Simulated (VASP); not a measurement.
# Rb (I4/mmm) in VASP: further runs

Rb is run at these levels: PBEsol; tasks: single point.

All numbers are computed with VASP 6.6.1; they aren't measurements. Logs are shortened: lines on timing, memory, paths and dates and some standing lists are left out, and cuts for length are marked.

### 1 The cell of the first run

Symmetry: I4/mmm, No. 139, tetragonal system. Conventional cell: a = 5.472 Å, b = 5.472 Å, c = 5.612 Å, α = 90.00°, β = 90.00°, γ = 90.00°.

### 2 Single point, PBEsol (strain -0.025 along x and y, +0.000 along z)

Contents of INCAR:

```
PREC = Accurate
ENCUT = 520
EDIFF = 1E-6
ISMEAR = 0
SIGMA = 0.15
LREAL = False
LASPH = True
NELM = 100
ALGO = Fast
ISIF = 2
LWAVE = False
LCHARG = False
GGA = PS
NBANDS = 10
```

Contents of KPOINTS:

```
Automatic mesh
0
Gamma
  12 12 12
```

Contents of POSCAR:

```
Rb
1.0
   -2.7358500000      2.7358500000      2.8060000000
    2.7358500000     -2.7358500000      2.8060000000
    2.7358500000      2.7358500000     -2.8060000000
Rb
1
Direct
    0.0000000000      0.0000000000      0.0000000000
```

Potentials or basis: VASP PAW PBE potentials, release 64 (Rb_sv).

Started as:

```console
$ cat potpaw_PBE.64/Rb_sv/POTCAR > POTCAR
$ mpirun -np 1 vasp_std > vasp.out
```

OUTCAR:

```text
PREC = Accurate
   ENCUT = 520
   EDIFF = 1E-6
   ISMEAR = 0
   LREAL = False
   LASPH = True
   NELM = 100
   ISIF = 2
   GGA = PS

 ion  position               nearest neighbor table
   1  0.000  0.000  0.000-

  LATTYP: Found a body centered tetragonal cell.
 ALAT       =     5.4717000000
 C/A-ratio  =     1.0256410256

  Lattice vectors:

 A1 = (  -2.7358500000,   2.7358500000,   2.8060000000)
 A2 = (   2.7358500000,  -2.7358500000,   2.8060000000)
 A3 = (   2.7358500000,   2.7358500000,  -2.8060000000)

Analysis of symmetry for initial positions (statically):
=====================================================================
 Subroutine PRICEL returns:
 Original cell was already a primitive cell.

 Routine SETGRP: Setting up the symmetry group for a
 body centered tetragonal supercell.

 Subroutine GETGRP returns: Found 16 space group operations
 (whereof 16 operations were pure point group operations)
 out of a pool of 16 trial point group operations.

The static configuration has the point symmetry D_4h.

Analysis of symmetry for dynamics (positions and initial velocities):
=====================================================================
 Subroutine PRICEL returns:
 Original cell was already a primitive cell.

 Routine SETGRP: Setting up the symmetry group for a
 body centered tetragonal supercell.

 Subroutine GETGRP returns: Found 16 space group operations
 (whereof 16 operations were pure point group operations)
 out of a pool of 16 trial point group operations.

The dynamic configuration has the point symmetry D_4h.

 Subroutine INISYM returns: Found 16 space group operations
 (whereof 16 operations are pure point group operations),
 and found     1 'primitive' translations

----------------------------------------------------------------------------------------

                                     Primitive cell

  volume of cell :      84.0102

  direct lattice vectors                    reciprocal lattice vectors
    -2.735850000  2.735850000  2.806000000     0.000000000  0.182758558  0.178189594
     2.735850000 -2.735850000  2.806000000     0.182758558  0.000000000  0.178189594
     2.735850000  2.735850000 -2.806000000     0.182758558  0.182758558  0.000000000

  length of vectors
     4.779475541  4.779475541  4.779475541     0.255249332  0.255249332  0.258459631

  position of ions in fractional coordinates (direct lattice)
     0.000000000  0.000000000  0.000000000
[... 75 lines left out ...]
   NELM   =    100;   NELMIN=  2; NELMDL= -5     # of ELM steps
   EDIFF  = 0.1E-05   stopping-criterion for ELM
   LREAL  =      F    real-space projection
   EDIFFG = 0.1E-04   stopping-criterion for IOM
   NSW    =      0    number of steps for IOM
   IBRION =     -1    ionic relax: 0-MD 1-quasi-New 2-CG
   NFREE  =      0    steps in history (QN), initial steepest desc. (CG)
   ISIF   =      2    stress and relaxation
   ISYM   =      2    0-nonsym 1-usesym 2-fastsym
   POTIM  = 0.5000    time-step for ionic-motion
   TEBEG  =    0.0;   TEEND  =   0.0 temperature during run
   PSTRESS=    0.0 pullay stress
   NELECT =       9.0000    total number of electrons
   NUPDOWN=      -1.0000    fix difference up-down
   EMIN   =  10.00;   EMAX   =-10.00  energy-range for DOS
   EFERMI =   0.00;   METHOD = LEGACY
   ISMEAR =     0;   SIGMA  =   0.15  broadening in eV -4-tet -1-fermi 0-gaus
   EFERMI_NEDOS =   21; number of points for ismear=-14 and -15
   IALGO  =     68    algorithm
   IMIX   =      4    mixing-type and parameters
     AMIX     =   0.40;   BMIX     =  1.00
     AMIX_MAG =   1.60;   BMIX_MAG =  1.00
  volume/ion in A,a.u.               =      84.01       566.93
  Fermi-wavevector in a.u.,A,eV,Ry     =   0.777520  1.469300  8.225231  0.604537
  Thomas-Fermi vector in A             =   1.880224
   LORBIT       =      0    0 simple, 1 ext, 2 COOP (PROOUT), +10 PAW based schemes
   GGA     = PS    functional components
   LHFCALC =     F    Hartree Fock is set to
   AEXX    =    0.0000 exact exchange contribution
   IVDW    =     0    specifies the selected vdW correction
   LEPSILON=     F    determine dielectric tensor
   LRPA    =     F    only Hartree local field effects (RPA)
 non-spin polarized calculation
 RMM-DIIS sequential band-by-band and
 Gauss-broadening in eV      SIGMA  =   0.15
  energy-cutoff  :      520.00
  volume of cell :       84.01
 maximum number of plane-waves:      2294
   NGX = 17   NGY = 17   NGZ = 17

 number of electron       9.0000000 magnetization

 Free energy of the ion-electron system (eV)
  ---------------------------------------------------
  ext. energy  EPLUGINS =         0.00000000
  ---------------------------------------------------
  free energy    TOTEN  =        -1.02841187 eV

  energy without entropy =       -1.01727921  energy(sigma->0) =       -1.02284554

 E-fermi :   0.1216     XC(G=0):  -5.7237

 val. band max:        0.1034528191   @ k =   0.5000   0.3333   0.0833
 cond. band min:       0.1253678479   @ k =   0.5000   0.2500   0.0000
 fundamental gap:      0.0219150288
 Fermi energy:         0.1215719447

 k-point     1 :       0.0000    0.0000    0.0000
  band No.  band energies     occupation
      1     -28.6879      2.00000
      2     -12.7257      2.00000
      3     -12.7257      2.00000
      4     -12.7255      2.00000
      5      -1.9571      2.00000
      6       3.8371      0.00000
      7       3.8371      0.00000
      8       3.9708      0.00000
      9       4.7893      0.00000
     10       4.9779      0.00000
[... 287 lines left out ...]
 k-point    24 :      -0.4167    0.1667   -0.0000
  band No.  band energies     occupation
      1     -28.6826      2.00000
      2     -12.8229      2.00000
      3     -12.7624      2.00000
      4     -12.7352      2.00000
      5      -0.4332      2.00000
      6       1.9942      0.00000
      7       2.6053      0.00000
      8       4.4905      0.00000
      9       4.9084      0.00000
     10       5.4639      0.00000

 [... further k-points ...]
[... 5 lines left out ...]
  --------------------------------------------------------------------------------------
  -------------------------------------------------------------------------------------
  Total        0.0483018      0.0483018      0.0450721      0.0000000      0.0000000      0.0000000
  in kB        0.9211746      0.9211746      0.8595788      0.0000000      0.0000000      0.0000000
  external PRESSURE =       0.9006426 kB  Pullay stress =       0.0000000 kB

 VOLUME and BASIS-vectors are now :
 -----------------------------------------------------------------------------
  energy-cutoff  :      520.00
  volume of cell :       84.01
      direct lattice vectors                 reciprocal lattice vectors
    -2.735850000  2.735850000  2.806000000     0.000000000  0.182758558  0.178189594
     2.735850000 -2.735850000  2.806000000     0.182758558  0.000000000  0.178189594
     2.735850000  2.735850000 -2.806000000     0.182758558  0.182758558  0.000000000

 POSITION                                       TOTAL-FORCE (eV/Angst)
 -----------------------------------------------------------------------------------
      0.00000      0.00000      0.00000        -0.000000     -0.000000      0.000000
 -----------------------------------------------------------------------------------
    total drift:                               -0.000000      0.000000      0.000000

  FREE ENERGIE OF THE ION-ELECTRON SYSTEM (eV)
  ---------------------------------------------------
  free  energy   TOTEN  =        -1.0284118729 eV

  energy  without entropy=       -1.0172792053  energy(sigma->0) =       -1.02284554
```

OSZICAR:

```text
N       E                     dE             d eps       ncg     rms          rms(c)
DAV:   1     0.418038503113E+02    0.41804E+02   -0.33389E+03  3260   0.666E+02
DAV:   2     0.168429766656E+01   -0.40120E+02   -0.39231E+02  3618   0.125E+02
DAV:   3    -0.904638235079E+00   -0.25889E+01   -0.25804E+01  4214   0.319E+01
DAV:   4    -0.102668487738E+01   -0.12205E+00   -0.12171E+00  4630   0.599E+00
DAV:   5    -0.102896709657E+01   -0.22822E-02   -0.22820E-02  4338   0.738E-01    0.125E+00
RMM:   6    -0.102819202256E+01    0.77507E-03   -0.18493E-03  3904   0.266E-01    0.771E-01
RMM:   7    -0.102833527132E+01   -0.14325E-03   -0.41561E-03  4130   0.378E-01    0.548E-02
RMM:   8    -0.102840416116E+01   -0.68890E-04   -0.26407E-04  4945   0.100E-01    0.905E-03
RMM:   9    -0.102841031579E+01   -0.61546E-05   -0.62796E-05  5485   0.373E-02    0.774E-03
RMM:  10    -0.102841172659E+01   -0.14108E-05   -0.10286E-05  5263   0.176E-02    0.475E-03
RMM:  11    -0.102841187293E+01   -0.14634E-06   -0.43335E-06  4528   0.938E-03
   1 F= -.10284119E+01 E0= -.10228455E+01  d E =-.111327E-01
```

stdout:

```text
POSCAR found type information on POSCAR Rb
 POSCAR found :  1 types and       1 ions
 scaLAPACK will be used
 -----------------------------------------------------------------------------
|                                                                             |
|                                                                             |
|     You enforced a specific xc type in the INCAR file but a different       |
|     I HOPE YOU KNOW WHAT YOU ARE DOING!                                     |
|                                                                             |
 -----------------------------------------------------------------------------

 LDA part: xc-table for (Slater+PW92), standard interpolation
 POSCAR, INCAR and KPOINTS ok, starting setup
 FFT: planning ... GRIDC
 FFT: planning ... GRID_SOFT
 FFT: planning ... GRID
 WAVECAR not read
 entering main loop
WARNING in EDDRMM: call to ZHEGV failed, returncode =   8  4      7
```

It took 37 s on 1 thread of Intel Xeon 6975P-C (Granite Rapids), shared host; peak memory 0.28 GiB.

What came out:

* Free energy: -1.0284 eV
* Pressure: 0.1 GPa

Levels at points of the mesh, in eV from the Fermi level:
| k point | band 1 | band 2 | band 3 | band 4 | band 5 | band 6 | band 7 | band 8 | band 9 |
| --- | --- | --- | --- | --- | --- | --- | --- | --- | --- |
| (0.00, 0.00, 0.00) | -28.81 | -12.85 | -12.85 | -12.85 | -2.08 | 3.72 | 3.72 | 3.85 | 4.67 |
| (0.50, 0.00, 0.00) | -28.80 | -12.97 | -12.89 | -12.85 | 0.21 | 0.83 | 2.65 | 4.40 | 5.40 |
| (0.50, 0.50, 0.00) | -28.80 | -12.97 | -12.89 | -12.85 | 0.25 | 0.89 | 2.51 | 4.51 | 5.32 |
| (0.50, 0.50, 0.50) | -28.80 | -12.94 | -12.94 | -12.94 | 1.18 | 1.25 | 3.29 | 3.55 | 3.55 |

Caveat: the cell differs from its parent crystal (strain -0.025 along x and y, +0.000 along z); the PAW data sets were made with another functional, which shifts forces and pressure a little.

(Continued in part 2 of 2.)
